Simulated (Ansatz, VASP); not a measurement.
# Two plane-wave programs on NbC4

```
CELL_PARAMETERS angstrom
-2.90408 2.90408 1.79903
2.90408 -2.90408 1.79903
2.90408 2.90408 -1.79903
ATOMIC_POSITIONS crystal
Nb 0.00000 0.00000 0.00000
C 0.59984 0.80104 0.40088
C 0.40016 0.19896 0.59912
C 0.80104 0.40016 0.20120
C 0.19896 0.59984 0.79880
```

Change from the starting cell: species swapped into the HoAu4 type (I4/m, No. 87).

Alike in both runs: task single point; functional PBE; k mesh 6 × 6 × 6; occupations gaussian, width 0.1 eV; no spin polarisation.

|  | VASP | Ansatz |
| --- | --- | --- |
| version | VASP 6.6.1 | Ansatz 0.2.0 |
| potentials or method | VASP PAW PBE potentials, release 64 (Nb_sv, C), cutoff 520 eV | scalar-relativistic, plane waves, PAW |
| valence electrons in the cell | 29 | 29 |

|  | VASP | Ansatz | Ansatz less VASP |
| --- | --- | --- | --- |
| gap on the k mesh at the Fermi level (eV) | none | none | - |
| rms of the force components (eV/Å) | 0.514 | 0.514 | 0.0000 |

Atom by atom the forces differ by 0.001 eV/Å (rms over components). A gap of «none» marks a metal or a gap that the smearing closes. With one functional, cell and mesh, what is left measures potentials, basis and numerics.
